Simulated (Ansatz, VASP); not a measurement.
This is a calculation of Al for VASP 6.6.1.

INCAR

```
SYSTEM = Al
PREC = Accurate
ENCUT = 600
EDIFF = 1E-7
ISMEAR = 0
SIGMA = 0.025
LREAL = .FALSE.
LASPH = .TRUE.
NELM = 60
ALGO = Normal
ISIF = 3
LWAVE = .FALSE.
LCHARG = .FALSE.
GGA = PE
IVDW = 13
IBRION = 2
NSW = 60
EDIFFG = -0.01
```

KPOINTS

```
Automatic mesh
0
G
  11 11 11
  0 0 0
```

The input POSCAR:

```
Al
1.0
    0.0000000000      1.9403381767      1.9403381767
    1.9403381767      0.0000000000      1.9403381767
    1.9403381767      1.9403381767      0.0000000000
Al
1
Direct
    0.0000000000      0.0000000000      0.0000000000
```

Potentials or basis: VASP PAW PBE potentials, release 64 (Al).

Run with:

```sh
$ cat potpaw_PBE.64/Al/POTCAR > POTCAR
$ mpirun -np 1 vasp_std > vasp.out
```

Question: Set up the same calculation for Ansatz 0.2.0. Potentials there: SSSP precision PAW.

Answer: As run (the cutoff follows the program's own potentials):

File input.yaml:

```yaml
crystal:
  lattice:
    - [0.0, 1.9403381767, 1.9403381767]
    - [1.9403381767, 0.0, 1.9403381767]
    - [1.9403381767, 1.9403381767, 0.0]
  atoms:
    - { symbol: Al, position: [0.0, 0.0, 0.0] }
hamiltonian:
  xc: pbe
  pseudopotentials: { kind: paw, accuracy: stringent }
  dispersion: d4
kpoints:
  mp_grid: { grid: [11, 11, 11] }
scf:
  occupations: { method: gaussian, width: 0.025 }
output:
  forces: true
  stress: true
relax:
  f_tol: 0.01
  max_steps: 40
  cell: { stress_tol: 0.05 }
```

Potentials or basis: SSSP precision PAW.

The run is started by

```console
$ ansatz run input.yaml --threads 1 --pin off --max-ram 2560MiB --backend cpu --events-out ev --progress --plain --runs-dir out
```

Both were run:

|  | VASP | Ansatz | Ansatz less VASP |
| --- | --- | --- | --- |
| relaxed volume (Å³/atom) | 15.84 | 15.84 | +0.001 |
| relaxed cell length with the largest relative difference (Å) | 2.819 | 2.819 | +0.0001 |

Noted on Ansatz's run: the plane-wave basis is chosen anew once the cell has moved, so the energies of steps on either side of that aren't comparable.
